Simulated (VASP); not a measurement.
# Zn (Cmcm) in VASP: a series of runs

The runs below take Zn through single point, with PBEsol.

Program: VASP 6.6.1. These are calculated values, not measurements. Logs are shortened: lines on timing, memory, paths and dates and some standing lists are left out, and cuts for length are marked.

### Step 1. The cell of the first run

It takes space group Cmcm (No. 63, orthorhombic). The conventional cell has a = 2.665 Å, b = 4.823 Å, c = 4.947 Å, α = 90.00°, β = 90.00°, γ = 90.00°. Within 3.5 Å of Zn (site symmetry m2m) lie 12 Zn at 2.66 to 2.95 Å.

### Step 2. Single point, PBEsol (strain +0.0450 x Voigt [0, 1, 0, 0, 0, 0])

INCAR reads:

```
SYSTEM = Zn
ALGO = Fast
EDIFF = 1E-6
ENCUT = 520
GGA = PS
ISIF = 2
ISMEAR = 0
LASPH = .True.
LCHARG = .False.
LREAL = .False.
LWAVE = .False.
NBANDS = 19
NELM = 100
PREC = Accurate
SIGMA = 0.15
```

KPOINTS reads:

```
k-points
0
Gamma
  24 24 10
  0 0 0
```

POSCAR reads:

```
Zn
1.0
    2.6647980532      0.0000000000      0.0000000000
   -1.3323990266      2.4116330365      0.0000000000
    0.0000000000      0.0000000000      4.9467000000
Zn
2
Direct
    0.3333333333      0.6666666667      0.2500000000
    0.6666666667      0.3333333333      0.7500000000
```

Potentials or basis: VASP PAW PBE potentials, release 64 (Zn).

Launch:

```bash
> cat potpaw_PBE.64/Zn/POTCAR > POTCAR
> mpirun -np 1 vasp_std > vasp.out
```

OUTCAR:

```text
SYSTEM = Zn
   EDIFF = 1E-6
   ENCUT = 520
   GGA = PS
   ISIF = 2
   ISMEAR = 0
   LASPH = .True.
   LREAL = .False.
   NELM = 100
   PREC = Accurate

 ion  position               nearest neighbor table
   1  0.333  0.667  0.250-   2 2.92   2 2.92   2 2.92   2 2.92   2 2.95   2 2.95
   2  0.667  0.333  0.750-   1 2.92   1 2.92   1 2.92   1 2.92   1 2.95   1 2.95

  LATTYP: Found a base centered orthorhombic cell.
 ALAT       =     2.6647980532
 B/A-ratio  =     1.8099930939
 C/A-ratio  =     1.8563132745

  Lattice vectors:

 A1 = (   1.3323990266,  -2.4116330365,   0.0000000000)
 A2 = (   1.3323990266,   2.4116330365,   0.0000000000)
 A3 = (   0.0000000000,   0.0000000000,   4.9467000000)

Analysis of symmetry for initial positions (statically):
=====================================================================
 Subroutine PRICEL returns:
 Original cell was already a primitive cell.

 Routine SETGRP: Setting up the symmetry group for a
 base centered orthorhombic supercell.

 Subroutine GETGRP returns: Found  8 space group operations
 (whereof  4 operations were pure point group operations)
 out of a pool of  8 trial point group operations.

The static configuration has the point symmetry C_2h.
 The point group associated with its full space group is D_2h.

Analysis of symmetry for dynamics (positions and initial velocities):
=====================================================================
 Subroutine PRICEL returns:
 Original cell was already a primitive cell.

 Routine SETGRP: Setting up the symmetry group for a
 base centered orthorhombic supercell.

 Subroutine GETGRP returns: Found  8 space group operations
 (whereof  4 operations were pure point group operations)
 out of a pool of  8 trial point group operations.

The dynamic configuration has the point symmetry C_2h.
 The point group associated with its full space group is D_2h.

 Subroutine INISYM returns: Found  8 space group operations
 (whereof  4 operations are pure point group operations),
 and found     1 'primitive' translations

----------------------------------------------------------------------------------------

                                     Primitive cell

  volume of cell :      31.7900

  direct lattice vectors                    reciprocal lattice vectors
     2.664798053  0.000000000  0.000000000     0.375262958  0.207328392  0.000000000
    -1.332399027  2.411633037  0.000000000     0.000000000  0.414656784  0.000000000
     0.000000000  0.000000000  4.946700000     0.000000000  0.000000000  0.202154972

  length of vectors
     2.664798053  2.755224323  4.946700000     0.428727594  0.414656784  0.202154972

  position of ions in fractional coordinates (direct lattice)
     0.333333333  0.666666667  0.250000000
     0.666666667  0.333333333  0.750000000

  ion indices of the primitive-cell ions
   primitive index   ion index
                 1           1
                 2           2

----------------------------------------------------------------------------------------

 KPOINTS: k-points

Automatic generation of k-mesh.
 Grid dimensions read from file:
 generate k-points for:   24   24   10

 Generating k-lattice:

  Cartesian coordinates                     Fractional coordinates (reciprocal lattice)
     0.015635957  0.008638683  0.000000000     0.041666667  0.000000000  0.000000000
     0.000000000  0.017277366  0.000000000     0.000000000  0.041666667  0.000000000
     0.000000000  0.000000000  0.020215497     0.000000000  0.000000000  0.100000000

  Length of vectors
     0.017863650  0.017277366  0.020215497

  Shift w.r.t. Gamma in fractional coordinates (k-lattice)
     0.000000000  0.000000000  0.000000000

 Subroutine IBZKPT returns following result:
 ===========================================

 Found    942 irreducible k-points:

 Following reciprocal coordinates:
            Coordinates               Weight
  0.000000  0.000000  0.000000      1.000000
  0.041667  0.000000  0.000000      4.000000
  0.083333  0.000000  0.000000      4.000000
  0.125000  0.000000  0.000000      4.000000
  0.166667  0.000000  0.000000      4.000000
  0.208333  0.000000  0.000000      4.000000
[... 16 lines left out ...]
  0.375000  0.041667  0.000000      4.000000
  0.416667  0.041667  0.000000      4.000000
 [... further k-points ...]
   k-points           NKPTS =    942   k-points in BZ     NKDIM =    942   number of bands    NBANDS=     19
   number of dos      NEDOS =    301   number of ions     NIONS =      2
   total plane-waves  NPLWV =  16000
   dimension x,y,z NGX =    20 NGY =   20 NGZ =   40
   dimension x,y,z NGXF=    40 NGYF=   40 NGZF=   80
   ions per type =               2
   NGX,Y,Z   is equivalent  to a cutoff of  12.48, 12.07, 13.44 a.u.
   NGXF,Y,Z  is equivalent  to a cutoff of  24.95, 24.14, 26.89 a.u.
 SYSTEM =  Zn
   PREC   = accura    normal or accurate (medium, high low for compatibility)
   ISTART =      0    job   : 0-new  1-cont  2-samecut
   ICHARG =      2    charge: 1-file 2-atom 10-const
   ISPIN  =      1    spin polarized calculation?
   LNONCOLLINEAR =      F non collinear calculations
   LSORBIT =      F    spin-orbit coupling
   LASPH  =      T    aspherical Exc in radial PAW
   ENCUT  =  520.0 eV  38.22 Ry    6.18 a.u.   4.95  5.12  9.20*2*pi/ulx,y,z
   NELM   =    100;   NELMIN=  2; NELMDL= -5     # of ELM steps
   EDIFF  = 0.1E-05   stopping-criterion for ELM
   LREAL  =      F    real-space projection
   EDIFFG = 0.1E-04   stopping-criterion for IOM
   NSW    =      0    number of steps for IOM
   IBRION =     -1    ionic relax: 0-MD 1-quasi-New 2-CG
   NFREE  =      0    steps in history (QN), initial steepest desc. (CG)
   ISIF   =      2    stress and relaxation
   ISYM   =      2    0-nonsym 1-usesym 2-fastsym
   POTIM  = 0.5000    time-step for ionic-motion
   TEBEG  =    0.0;   TEEND  =   0.0 temperature during run
   PSTRESS=    0.0 pullay stress
   NELECT =      24.0000    total number of electrons
   NUPDOWN=      -1.0000    fix difference up-down
   EMIN   =  10.00;   EMAX   =-10.00  energy-range for DOS
   EFERMI =   0.00;   METHOD = LEGACY
   ISMEAR =     0;   SIGMA  =   0.15  broadening in eV -4-tet -1-fermi 0-gaus
   EFERMI_NEDOS =   21; number of points for ismear=-14 and -15
   IALGO  =     68    algorithm
   IMIX   =      4    mixing-type and parameters
     AMIX     =   0.40;   BMIX     =  1.00
     AMIX_MAG =   1.60;   BMIX_MAG =  1.00
  volume/ion in A,a.u.               =      15.90       107.26
  Fermi-wavevector in a.u.,A,eV,Ry     =   1.490670  2.816958 30.233470  2.222097
  Thomas-Fermi vector in A             =   2.603423
   LORBIT       =      0    0 simple, 1 ext, 2 COOP (PROOUT), +10 PAW based schemes
   GGA     = PS    functional components
   LHFCALC =     F    Hartree Fock is set to
   AEXX    =    0.0000 exact exchange contribution
   IVDW    =     0    specifies the selected vdW correction
   LEPSILON=     F    determine dielectric tensor
   LRPA    =     F    only Hartree local field effects (RPA)
 non-spin polarized calculation
 RMM-DIIS sequential band-by-band and
 Gauss-broadening in eV      SIGMA  =   0.15
  energy-cutoff  :      520.00
  volume of cell :       31.79
 maximum number of plane-waves:       878
   NGX =  9   NGY = 11   NGZ = 19

 number of electron      24.0000002 magnetization

 Free energy of the ion-electron system (eV)
  ---------------------------------------------------
  ext. energy  EPLUGINS =         0.00000000
  ---------------------------------------------------
  free energy    TOTEN  =        -3.07169957 eV

  energy without entropy =       -3.06548636  energy(sigma->0) =       -3.06859297

 E-fermi :   2.6357     XC(G=0): -11.4739

 val. band max:        2.6310119360   @ k =   0.2500   0.3333   0.2000
 cond. band min:       2.6456152252   @ k =   0.2083   0.3333   0.1000
 fundamental gap:      0.0146032892
 Fermi energy:         2.6356667981

 k-point     1 :       0.0000    0.0000    0.0000
  band No.  band energies     occupation
      1      -7.4298      2.00000
      2      -5.7119      2.00000
      3      -5.0813      2.00000
      4      -4.9736      2.00000
      5      -4.9155      2.00000
      6      -4.8067      2.00000
[... 11 lines left out ...]
     18      20.0404      0.00000
     19      21.5590      0.00000

 k-point     2 :       0.0417    0.0000    0.0000
  band No.  band energies     occupation
      1      -7.3793      2.00000
      2      -5.6909      2.00000
      3      -5.0761      2.00000
      4      -4.9651      2.00000
      5      -4.9083      2.00000
      6      -4.8088      2.00000
[... 11 lines left out ...]
     18      20.3959      0.00000
     19      20.6629      0.00000

 k-point     3 :       0.0833    0.0000    0.0000
  band No.  band energies     occupation
      1      -7.2287      2.00000
      2      -5.6310      2.00000
      3      -5.0627      2.00000
      4      -4.9426      2.00000
      5      -4.8911      2.00000
      6      -4.8100      2.00000
[... 11 lines left out ...]
     18      20.3916      0.00000
     19      21.0484      0.00000

 k-point     4 :       0.1250    0.0000    0.0000
  band No.  band energies     occupation
      1      -6.9814      2.00000
      2      -5.5418      2.00000
      3      -5.0478      2.00000
      4      -4.9168      2.00000
      5      -4.8766      2.00000
      6      -4.7929      2.00000
[... 407 lines left out ...]
     18      17.0090      0.00000
     19      17.1356      0.00000

 k-point    23 :       0.3750    0.0417    0.0000
  band No.  band energies     occupation
      1      -5.4848      2.00000
      2      -5.4082      2.00000
      3      -5.2786      2.00000
      4      -4.8406      2.00000
      5      -4.7919      2.00000
      6      -4.7789      2.00000
[... 11 lines left out ...]
     18      16.7399      0.00000
     19      16.8219      0.00000

 k-point    24 :       0.4167    0.0417    0.0000
  band No.  band energies     occupation
      1      -5.5101      2.00000
      2      -5.4240      2.00000
      3      -5.3185      2.00000
      4      -4.8687      2.00000
      5      -4.8015      2.00000
      6      -4.7466      2.00000
[... 11 lines left out ...]
     18      16.5456      0.00000
     19      16.6190      0.00000

 [... further k-points ...]

------------------------ aborting loop because EDIFF is reached ----------------------------------------

  FORCE on cell =-STRESS in cart. coord.  units (eV):
  Direction    XX          YY          ZZ          XY          YZ          ZX
  --------------------------------------------------------------------------------------
  -------------------------------------------------------------------------------------
  Total       -1.3609013     -1.7920678     -1.1832459      0.0000000      0.0000000      0.0000000
  in kB      -68.5876815    -90.3179165    -59.6340771      0.0000000      0.0000000      0.0000000
  external PRESSURE =     -72.8465583 kB  Pullay stress =       0.0000000 kB

 VOLUME and BASIS-vectors are now :
 -----------------------------------------------------------------------------
  energy-cutoff  :      520.00
  volume of cell :       31.79
      direct lattice vectors                 reciprocal lattice vectors
     2.664798053  0.000000000  0.000000000     0.375262958  0.207328392  0.000000000
    -1.332399027  2.411633037  0.000000000     0.000000000  0.414656784  0.000000000
     0.000000000  0.000000000  4.946700000     0.000000000  0.000000000  0.202154972

 POSITION                                       TOTAL-FORCE (eV/Angst)
 -----------------------------------------------------------------------------------
     -0.00000      1.60776      1.23667         0.000000     -0.038589     -0.000000
      1.33240      0.80388      3.71002        -0.000000      0.038589      0.000000
 -----------------------------------------------------------------------------------
    total drift:                                0.000000     -0.000000      0.000000

  FREE ENERGIE OF THE ION-ELECTRON SYSTEM (eV)
  ---------------------------------------------------
  free  energy   TOTEN  =        -3.0716995677 eV

  energy  without entropy=       -3.0654863625  energy(sigma->0) =       -3.06859297
```

It took 4.2 min on 1 thread of Oxide Virtual Turin-like, shared host; peak memory 0.48 GiB.

What came out:

| Property | Result |
| --- | --- |
| Free energy | -3.0717 eV |
| Pressure | -7.3 GPa |
| Largest force | 0.039 eV/Å |
| Band gap on the k mesh | zero (bands 12 and 13 overlap by 4.46 eV) |

Forces on the atoms (eV/Å):
```
Zn   0.000 -0.039  0.000
Zn   0.000  0.039  0.000
```

Caveat: the cell differs from its parent crystal (strain +0.0450 x Voigt [0, 1, 0, 0, 0, 0]); the cell stands under tension; the PAW data sets were made with another functional, which shifts forces and pressure a little.

### Step 3. Single point, PBEsol (strain +0.0525 x Voigt [0, 1, 0, 0, 0, 0])

INCAR reads:

```
ALGO = Fast ; EDIFF = 1E-7
ENCUT = 520 ; GGA = PS
ISIF = 2 ; ISMEAR = 0
LASPH = True ; LCHARG = False
LREAL = False ; LWAVE = False
NBANDS = 19 ; NELM = 80
PREC = Accurate ; SIGMA = 0.15
```

KPOINTS reads:

```
k-points
0
Gamma
  24 24 10
```

POSCAR reads:

```
Zn
1.0
    2.6647980532      0.0000000000      0.0000000000
   -1.3323990266      2.4289414075      0.0000000000
    0.0000000000      0.0000000000      4.9467000000
Zn
2
Direct
    0.3333333333      0.6666666667      0.2500000000
    0.6666666667      0.3333333333      0.7500000000
```

Potentials or basis: VASP PAW PBE potentials, release 64 (Zn).

Launch:

```bash
> cat potpaw_PBE.64/Zn/POTCAR > POTCAR
> mpirun -np 1 vasp_std > vasp.out
```

Run time: 5.7 min. Hardware: 1 thread of Oxide Virtual Turin-like, shared host; peak memory 0.49 GiB.

Results (log left out):

| Item | Value |
| --- | --- |
| Free energy | -3.0584 eV |
| Pressure | -7.6 GPa |
| Largest force | 0.044 eV/Å |
| Band gap on the k mesh | zero (bands 12 and 13 overlap by 4.46 eV) |

Forces in eV/Å, atoms in the order of the input:
```
Zn   0.000 -0.044  0.000
Zn   0.000  0.044  0.000
```

Stress tensor (GPa, compression positive):
```
-7.06  0.00  0.00
 0.00 -9.33  0.00
 0.00  0.00 -6.44
```

Levels at points of the mesh, in eV from the Fermi level:
| k point | band 8 | band 9 | band 10 | band 11 | band 12 | band 13 | band 14 | band 15 | band 16 | band 17 |
| --- | --- | --- | --- | --- | --- | --- | --- | --- | --- | --- |
| (0.00, 0.00, 0.00) | -7.21 | -7.17 | -6.99 | -6.95 | -3.28 | -2.78 | 13.98 | 15.27 | 16.91 | 16.93 |
| (0.50, 0.00, 0.00) | -6.98 | -6.82 | -6.80 | -2.63 | -2.07 | 2.83 | 3.68 | 4.15 | 5.78 | 8.94 |
| (0.00, 0.50, 0.00) | -6.94 | -6.85 | -6.83 | -3.03 | -2.65 | 2.37 | 3.08 | 3.48 | 5.32 | 10.53 |
| (0.00, 0.00, 0.50) | -7.40 | -7.08 | -7.08 | -7.04 | -7.04 | 4.90 | 4.90 | 16.46 | 16.46 | 18.20 |
| (0.50, 0.00, 0.50) | -6.99 | -6.81 | -6.81 | -1.62 | -1.62 | 0.15 | 0.15 | 10.27 | 10.27 | 10.76 |
| (0.00, 0.50, 0.50) | -6.99 | -6.84 | -6.84 | -2.01 | -2.01 | -0.53 | -0.53 | 9.78 | 9.78 | 12.34 |

Caveat: the cell differs from its parent crystal (strain +0.0525 x Voigt [0, 1, 0, 0, 0, 0]); the cell stands under tension; the PAW data sets were made with another functional, which shifts forces and pressure a little.

### Step 4. Single point, PBEsol (strain +0.0600 x Voigt [0, 1, 0, 0, 0, 0])

INCAR reads:

```
SYSTEM = Zn
PREC = Accurate
ENCUT = 520
EDIFF = 1E-6
ISMEAR = 0
SIGMA = 0.15
LREAL = .FALSE.
LASPH = .TRUE.
NELM = 80
ALGO = Fast
ISIF = 2
LWAVE = .FALSE.
LCHARG = .FALSE.
GGA = PS
NBANDS = 19
```

KPOINTS reads:

```
regular mesh
0
G
  24 24 10
  0 0 0
```

POSCAR reads:

```
Zn
1.0
    2.6647980532      0.0000000000      0.0000000000
   -1.3323990266      2.4462497786      0.0000000000
    0.0000000000      0.0000000000      4.9467000000
Zn
2
Direct
    0.3333333333      0.6666666667      0.2500000000
    0.6666666667      0.3333333333      0.7500000000
```

Launch:

```bash
> cat potpaw_PBE.64/Zn/POTCAR > POTCAR
> mpirun -np 1 vasp_std > vasp.out
```

Run time: 6.8 min. Hardware: 1 thread of Oxide Virtual Turin-like, shared host; peak memory 0.49 GiB.

The run converged. Its results:

```yaml
Free_energy: -3.0447 eV
Pressure: -7.9 GPa
Largest_force: 0.051 eV/Å
Band_gap_on_the_k_mesh: zero (bands 12 and 13 overlap by 4.45 eV)
```

Forces in eV/Å, atoms in the order of the input:
```
Zn   0.000 -0.051  0.000
Zn   0.000  0.051  0.000
```

Stress tensor (GPa, compression positive):
```
-7.24  0.00  0.00
 0.00 -9.58  0.00
 0.00  0.00 -6.87
```

Levels at points of the mesh, in eV from the Fermi level:
```tsv
k point	band 10	band 11	band 12	band 13	band 14	band 15
(0.00, 0.00, 0.00)	-6.98	-6.94	-3.23	-2.74	14.03	14.98
(0.50, 0.00, 0.00)	-6.79	-2.60	-2.05	2.86	3.71	4.16
(0.00, 0.50, 0.00)	-6.82	-3.04	-2.71	2.34	3.02	3.41
(0.00, 0.00, 0.50)	-7.06	-7.02	-7.02	4.95	4.95	16.16
(0.50, 0.00, 0.50)	-6.79	-1.58	-1.58	0.16	0.16	10.28
(0.00, 0.50, 0.50)	-6.83	-2.02	-2.02	-0.60	-0.60	9.74
```

Caveat: the cell differs from its parent crystal (strain +0.0600 x Voigt [0, 1, 0, 0, 0, 0]); the cell stands under tension; the PAW data sets were made with another functional, which shifts forces and pressure a little.

### Step 5. Summary

```tsv
cell	further INCAR settings	gap on the mesh (eV)	pressure (GPa)	largest force (eV/Å)
a = 2.665, b = 2.755, c = 4.947 Å, angles 90.0, 90.0, 118.9°, 2 atoms	ALGO = Fast; EDIFF = 1e-06; NBANDS = 19	none	-7.3	0.04
a = 2.665, b = 2.770, c = 4.947 Å, angles 90.0, 90.0, 118.7°, 2 atoms	ALGO = Fast; EDIFF = 1e-07; NBANDS = 19	none	-7.6	0.04
a = 2.665, b = 2.786, c = 4.947 Å, angles 90.0, 90.0, 118.6°, 2 atoms	ALGO = Fast; EDIFF = 1e-06; NBANDS = 19	none	-7.9	0.05
```

Alike in all rows: task single point; level PBEsol; potentials or basis VASP PAW PBE potentials, release 64 (Zn); no spin polarisation; k mesh 24 × 24 × 10; cutoff (eV) 520; smearing gaussian 0.15 eV.

Caveats: the cell stands under tension; the PAW data sets were made with another functional, which shifts forces and pressure a little.

Total energies depend on the potentials used, so only differences within one code and one set of settings carry meaning.
